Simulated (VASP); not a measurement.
# C in VASP: a series of runs, part 2 of 2

VASP 6.6.1.

## Step 4: Single point, PBEsol+D3(BJ) (atoms displaced along a vibrational mode)

INCAR

```
PREC = Accurate
ENCUT = 600
EDIFF = 1E-6
ISMEAR = 0
SIGMA = 0.15
LREAL = F
LASPH = T
NELM = 120
ALGO = Normal
ISIF = 2
LWAVE = F
LCHARG = T
GGA = PS
IVDW = 12
LELF = T
LVHAR = T
NBANDS = 16
GGA_COMPAT = F
```

KPOINTS

```
Automatic mesh
0
Gamma
  18 12 10
```

POSCAR

```
C
1.0
   -2.4576582504      0.0000000000      0.0000000000
    0.0000000000      0.0000000000     -3.5294825081
    0.0000000000     -4.2567889574      0.0000000000
C
4
Direct
    0.5000000000      0.0000000000      0.1772380153
    0.0000000000      0.0000000000      0.6490477524
    0.0000000000      0.0000000000      0.3227619847
    0.5000000000      0.0000000000      0.8509522476
```

Potentials or basis: VASP PAW PBE potentials, release 64 (C).

Started as:

```
> cat potpaw_PBE.64/C/POTCAR > POTCAR
> mpirun -np 1 vasp_std > vasp.out
```

OUTCAR:

```text
PREC = Accurate
   ENCUT = 600
   EDIFF = 1E-6
   ISMEAR = 0
   LREAL = F
   LASPH = T
   NELM = 120
   ISIF = 2
   GGA = PS
   IVDW = 12
 IVDW          = 12

 ion  position               nearest neighbor table
   1  0.500  0.000  0.177-   3 1.38   3 1.38   4 1.39
   2  0.000  0.000  0.649-   3 1.39   4 1.50   4 1.50
   3  0.000  0.000  0.323-   1 1.38   1 1.38   2 1.39
   4  0.500  0.000  0.851-   1 1.39   2 1.50   2 1.50

  LATTYP: Found a simple orthorhombic cell.
 ALAT       =     2.4576582504
 B/A-ratio  =     1.4361160701
 C/A-ratio  =     1.7320508076

  Lattice vectors:

 A1 = (  -2.4576582504,   0.0000000000,   0.0000000000)
 A2 = (   0.0000000000,   0.0000000000,  -3.5294825081)
 A3 = (   0.0000000000,  -4.2567889574,   0.0000000000)

Analysis of symmetry for initial positions (statically):
=====================================================================
 Subroutine PRICEL returns:
 Original cell was already a primitive cell.

 Routine SETGRP: Setting up the symmetry group for a
 simple orthorhombic supercell.
[... 175 lines left out ...]

 val. band max:        4.2365456782   @ k =   0.2778   0.4167   0.0000
 cond. band min:       4.2597601642   @ k =   0.2778   0.0833   0.0000
 fundamental gap:      0.0232144859
 Fermi energy:         4.2459787205

 k-point     1 :       0.0000    0.0000    0.0000
  band No.  band energies     occupation
      1     -15.5066      2.00000
      2      -9.8079      2.00000
      3      -9.4222      2.00000
      4      -2.7471      2.00000
      5      -2.5653      2.00000
      6       0.9514      2.00000
[... 433 lines left out ...]
      3      -8.9883      2.00000
      4      -4.2890      2.00000
      5      -2.6022      2.00000
      6      -0.0660      2.00000
[... 8 lines left out ...]
     15      16.0035      0.00000
     16      16.4698      0.00000

 [... further k-points ...]

------------------------ aborting loop because EDIFF is reached ----------------------------------------

 Edisp (eV)   -0.41280

 E8    (eV) :    -0.2005

  FORCE on cell =-STRESS in cart. coord.  units (eV):
  Direction    XX          YY          ZZ          XY          YZ          ZX
  --------------------------------------------------------------------------------------
  -------------------------------------------------------------------------------------
  Total       1.30151     1.01466    -0.08252     0.00000     0.00000     0.00000
  in kB      56.47313    44.02693    -3.58039     0.00000     0.00000     0.00000
  external pressure =       32.31 kB  Pullay stress =        0.00 kB

 VOLUME and BASIS-vectors are now :
 -----------------------------------------------------------------------------
  energy-cutoff  :      600.00
  volume of cell :       36.92
      direct lattice vectors                 reciprocal lattice vectors
    -2.457658250  0.000000000  0.000000000    -0.406891397  0.000000000  0.000000000
     0.000000000  0.000000000 -3.529482508     0.000000000  0.000000000 -0.283327654
     0.000000000 -4.256788957  0.000000000     0.000000000 -0.234918858  0.000000000

 POSITION                                       TOTAL-FORCE (eV/Angst)
 -----------------------------------------------------------------------------------
     -1.22883     -0.75446      0.00000         0.000000      3.114743      0.000000
      0.00000     -2.76286      0.00000         0.000000     -6.157233      0.000000
      0.00000     -1.37393      0.00000         0.000000     -3.114743      0.000000
     -1.22883     -3.62232      0.00000         0.000000      6.157233      0.000000
 -----------------------------------------------------------------------------------
    total drift:                               -0.000000      0.000000     -0.000000

  FREE ENERGIE OF THE ION-ELECTRON SYSTEM (eV)
  ---------------------------------------------------
  free  energy   TOTEN  =       -38.3659976092 eV

  energy  without entropy=      -38.3650982972  energy(sigma->0) =      -38.36554795
```

stdout:

```text
POSCAR found type information on POSCAR C
 POSCAR found :  1 types and       4 ions
 scaLAPACK will be used
 -----------------------------------------------------------------------------
|                                                                             |
|                                                                             |
|     You enforced a specific xc type in the INCAR file but a different       |
|     I HOPE YOU KNOW WHAT YOU ARE DOING!                                     |
|                                                                             |
 -----------------------------------------------------------------------------

 LDA part: xc-table for (Slater+PW92), standard interpolation
 POSCAR, INCAR and KPOINTS ok, starting setup
 FFT: planning ... GRIDC
 FFT: planning ... GRID_SOFT
 FFT: planning ... GRID
 WAVECAR not read
 entering main loop
```

It took 5.6 min on 1 thread of Intel Xeon 8259CL, shared host; peak memory 0.33 GiB.

What came out:

* Free energy: -38.3660 eV
* Pressure: 3.2 GPa
* Largest force: 6.157 eV/Å
* Band gap on the k mesh: zero (bands 8 and 9 overlap by 0.55 eV)
* Dispersion energy per atom: -0.103 eV

Forces in eV/Å, atoms in the order of the input:
```
C    0.000  3.115  0.000
C    0.000 -6.157  0.000
C    0.000 -3.115  0.000
C    0.000  6.157  0.000
```

Stress tensor (GPa, compression positive):
```
 5.65  0.00  0.00
 0.00  4.40  0.00
 0.00  0.00 -0.36
```

Caveat: the cell differs from its parent crystal (atoms displaced along a vibrational mode); the cell stands under pressure; the PAW data sets were made with another functional, which shifts forces and pressure a little.

## Step 5: Single point, PBEsol+D3(BJ) (atoms displaced along a vibrational mode)

INCAR

```
ALGO = Normal
EDIFF = 1E-6
ENCUT = 600
GGA = PS
GGA_COMPAT = False
ISIF = 2
ISMEAR = 0
IVDW = 12
LASPH = True
LCHARG = True
LELF = True
LREAL = False
LVHAR = True
LWAVE = False
NBANDS = 16
NELM = 120
PREC = Accurate
SIGMA = 0.15
```

KPOINTS

```
k-points
0
Gamma
  18 12 10
```

POSCAR

```
C
1.0
   -2.4576582504      0.0000000000      0.0000000000
    0.0000000000      0.0000000000     -3.5294825081
    0.0000000000     -4.2567889574      0.0000000000
C
4
Direct
    0.5000000000      0.0000000000      0.1772380153
    0.0000000000      0.0000000000      0.6631428838
    0.0000000000      0.0000000000      0.3227619847
    0.5000000000      0.0000000000      0.8368571162
```

Started as:

```
> cat potpaw_PBE.64/C/POTCAR > POTCAR
> mpirun -np 1 vasp_std > vasp.out
```

It took 4.8 min on 1 thread of Intel Xeon 8259CL, shared host; peak memory 0.33 GiB.

Results (log left out):

- Free energy: -38.7837 eV
- Pressure: 1.3 GPa
- Largest force: 4.032 eV/Å
- Band gap on the k mesh: zero (bands 8 and 9 overlap by 0.64 eV)
- Dispersion energy per atom: -0.104 eV

Forces on the atoms (eV/Å):
```
C    0.000  4.032  0.000
C    0.000 -0.784  0.000
C    0.000 -4.032  0.000
C    0.000  0.784  0.000
```

Stress tensor (GPa, compression positive):
```
 6.54  0.00  0.00
 0.00 -2.39  0.00
 0.00  0.00 -0.31
```

Levels at points of the mesh, in eV from the Fermi level:
| k point | band 4 | band 5 | band 6 | band 7 | band 8 | band 9 | band 10 | band 11 | band 12 | band 13 |
| --- | --- | --- | --- | --- | --- | --- | --- | --- | --- | --- |
| (0.00, 0.00, 0.00) | -6.92 | -6.82 | -3.28 | -2.49 | -2.02 | 2.76 | 3.66 | 7.00 | 7.98 | 8.87 |
| (0.50, 0.00, 0.00) | -10.69 | -8.81 | -8.81 | -2.06 | -2.06 | 3.13 | 3.13 | 9.12 | 9.12 | 11.72 |
| (0.00, 0.50, 0.00) | -8.47 | -6.79 | -3.26 | -3.09 | -2.47 | 1.28 | 7.21 | 8.12 | 8.94 | 9.19 |
| (0.50, 0.50, 0.00) | -10.59 | -8.73 | -8.73 | -3.30 | -3.30 | 2.24 | 2.24 | 10.32 | 10.32 | 12.47 |
| (0.00, 0.00, 0.50) | -6.86 | -6.07 | -5.52 | -4.95 | -4.59 | 5.44 | 5.55 | 7.46 | 7.55 | 8.20 |
| (0.50, 0.00, 0.50) | -13.34 | -6.29 | -6.29 | -1.72 | -1.72 | 2.22 | 2.22 | 7.24 | 7.24 | 10.78 |
| (0.00, 0.50, 0.50) | -6.93 | -6.78 | -6.44 | -6.04 | -4.56 | 6.66 | 7.46 | 7.66 | 8.35 | 10.60 |
| (0.50, 0.50, 0.50) | -13.21 | -6.25 | -6.25 | -2.82 | -2.82 | 0.82 | 0.82 | 7.52 | 7.52 | 13.03 |

Caveat: the cell differs from its parent crystal (atoms displaced along a vibrational mode); the PAW data sets were made with another functional, which shifts forces and pressure a little.

## Step 6: Single point, PBEsol+D3(BJ) (atoms displaced along a vibrational mode)

INCAR

```
SYSTEM = C
ALGO = Normal
EDIFF = 1E-6
ENCUT = 600
GGA = PS
GGA_COMPAT = .FALSE.
ISIF = 2
ISMEAR = 0
IVDW = 12
LASPH = .TRUE.
LCHARG = .FALSE.
LREAL = .FALSE.
LWAVE = .FALSE.
NBANDS = 16
NELM = 120
PREC = Accurate
SIGMA = 0.15
```

KPOINTS

```
k-points
0
G
  18 12 10
  0 0 0
```

POSCAR

```
C
1.0
   -2.4576582504      0.0000000000      0.0000000000
    0.0000000000      0.0000000000     -3.5294825081
    0.0000000000     -4.2567889574      0.0000000000
C
4
Direct
    0.5000000000      0.0000000000      0.1631428838
    0.0000000000      0.0000000000      0.6631428838
    0.0000000000      0.0000000000      0.3368571162
    0.5000000000      0.0000000000      0.8368571162
```

Potentials or basis: VASP PAW PBE potentials, release 64 (C).

Started as:

```
> cat potpaw_PBE.64/C/POTCAR > POTCAR
> mpirun -np 1 vasp_std > vasp.out
```

OUTCAR:

```text
SYSTEM = C
   EDIFF = 1E-6
   ENCUT = 600
   GGA = PS
   ISIF = 2
   ISMEAR = 0
   IVDW = 12
   LASPH = .TRUE.
   LREAL = .FALSE.
   NELM = 120
   PREC = Accurate
 IVDW          = 12

 ion  position               nearest neighbor table
   1  0.500  0.000  0.163-   4 1.39   3 1.43   3 1.43
   2  0.000  0.000  0.663-   3 1.39   4 1.43   4 1.43
   3  0.000  0.000  0.337-   2 1.39   1 1.43   1 1.43
   4  0.500  0.000  0.837-   1 1.39   2 1.43   2 1.43

  LATTYP: Found a simple orthorhombic cell.
[... 675 lines left out ...]

 E8    (eV) :    -0.2033

  FORCE on cell =-STRESS in cart. coord.  units (eV):
  Direction    XX          YY          ZZ          XY          YZ          ZX
  --------------------------------------------------------------------------------------
  -------------------------------------------------------------------------------------
  Total      -0.51596     1.09394    -0.08904     0.00000     0.00000     0.00000
  in kB     -22.38762    47.46657    -3.86349     0.00000     0.00000     0.00000
  external pressure =        7.07 kB  Pullay stress =        0.00 kB

 VOLUME and BASIS-vectors are now :
 -----------------------------------------------------------------------------
  energy-cutoff  :      600.00
  volume of cell :       36.92
      direct lattice vectors                 reciprocal lattice vectors
    -2.457658250  0.000000000  0.000000000    -0.406891397  0.000000000  0.000000000
     0.000000000  0.000000000 -3.529482508     0.000000000  0.000000000 -0.283327654
     0.000000000 -4.256788957  0.000000000     0.000000000 -0.234918858  0.000000000

 POSITION                                       TOTAL-FORCE (eV/Angst)
 -----------------------------------------------------------------------------------
     -1.22883     -0.69446      0.00000        -0.000000     -1.724859     -0.000000
      0.00000     -2.82286      0.00000         0.000000     -1.724859     -0.000000
      0.00000     -1.43393      0.00000         0.000000      1.724859      0.000000
     -1.22883     -3.56232      0.00000        -0.000000      1.724859      0.000000
 -----------------------------------------------------------------------------------
    total drift:                               -0.000000     -0.000000     -0.000000

  FREE ENERGIE OF THE ION-ELECTRON SYSTEM (eV)
  ---------------------------------------------------
  free  energy   TOTEN  =       -38.9257866097 eV

  energy  without entropy=      -38.9249267047  energy(sigma->0) =      -38.92535666
```

OSZICAR:

```text
N       E                     dE             d eps       ncg     rms          rms(c)
DAV:   1     0.377849927181E+02    0.37785E+02   -0.84960E+03 13440   0.103E+03
DAV:   2    -0.379727011531E+02   -0.75758E+02   -0.69144E+02 18768   0.200E+02
DAV:   3    -0.409352779560E+02   -0.29626E+01   -0.29471E+01 17928   0.370E+01
DAV:   4    -0.409600389241E+02   -0.24761E-01   -0.24754E-01 16704   0.402E+00
DAV:   5    -0.409604280870E+02   -0.38916E-03   -0.38915E-03 17496   0.481E-01    0.909E+00
DAV:   6    -0.390975347905E+02    0.18629E+01   -0.12993E+00 15720   0.703E+00    0.525E+00
DAV:   7    -0.384998957381E+02    0.59764E+00   -0.15073E+00 16432   0.771E+00    0.138E+00
DAV:   8    -0.385082042046E+02   -0.83085E-02   -0.61867E-02 15960   0.148E+00    0.237E-01
DAV:   9    -0.385070715595E+02    0.11326E-02   -0.18628E-03 17480   0.291E-01    0.983E-02
DAV:  10    -0.385073119312E+02   -0.24037E-03   -0.63230E-04 14400   0.151E-01    0.605E-02
DAV:  11    -0.385073074326E+02    0.44986E-05   -0.21065E-05 17664   0.296E-02    0.145E-02
DAV:  12    -0.385073085131E+02   -0.10805E-05   -0.18182E-06 13768   0.101E-02    0.179E-03
DAV:  13    -0.385073085492E+02   -0.36064E-07   -0.24843E-07 13216   0.395E-03
   1 F= -.38925787E+02 E0= -.38925357E+02  d E =-.859905E-03
```

stdout:

```text
POSCAR found type information on POSCAR C
 POSCAR found :  1 types and       4 ions
 scaLAPACK will be used
 -----------------------------------------------------------------------------
|                                                                             |
|                                                                             |
|     You enforced a specific xc type in the INCAR file but a different       |
|     I HOPE YOU KNOW WHAT YOU ARE DOING!                                     |
|                                                                             |
 -----------------------------------------------------------------------------

 LDA part: xc-table for (Slater+PW92), standard interpolation
 POSCAR, INCAR and KPOINTS ok, starting setup
 FFT: planning ... GRIDC
 FFT: planning ... GRID_SOFT
 FFT: planning ... GRID
 WAVECAR not read
 entering main loop
```

Wall time 4.7 min (1 thread of Intel Xeon 8259CL, shared host); peak memory 0.33 GiB.

What came out:

```yaml
Free_energy: -38.9258 eV
Pressure: 0.7 GPa
Largest_force: 1.725 eV/Å
Band_gap_on_the_k_mesh: zero (bands 8 and 9 overlap by 0.60 eV)
Dispersion_energy_per_atom: -0.105 eV
```

Forces on the atoms (eV/Å):
```
C    0.000 -1.725  0.000
C    0.000 -1.725  0.000
C    0.000  1.725  0.000
C    0.000  1.725  0.000
```

Stress tensor (GPa, compression positive):
```
-2.24  0.00  0.00
 0.00  4.75  0.00
 0.00  0.00 -0.39
```

Caveat: the cell differs from its parent crystal (atoms displaced along a vibrational mode); the PAW data sets were made with another functional, which shifts forces and pressure a little.

## Step 7: Summary

| cell | gap on the mesh (eV) | pressure (GPa) | largest force (eV/Å) |
| --- | --- | --- | --- |
| as given, atomic positions A | none | 0.9 | 2.88 |
| as given, atomic positions B | none | 0.8 | 2.82 |
| as given, atomic positions C | none | 3.2 | 6.16 |
| as given, atomic positions D | none | 1.3 | 4.03 |
| as given, atomic positions E | none | 0.7 | 1.72 |

Alike in all rows: task single point; level PBEsol+D3(BJ); potentials or basis VASP PAW PBE potentials, release 64 (C); no spin polarisation; k mesh 18 × 12 × 10; cutoff (eV) 600; smearing gaussian 0.15 eV.

Caveats: the PAW data sets were made with another functional, which shifts forces and pressure a little; the cell stands under pressure (at least some runs).

Absolute energies hang on the potentials; compare differences alone.
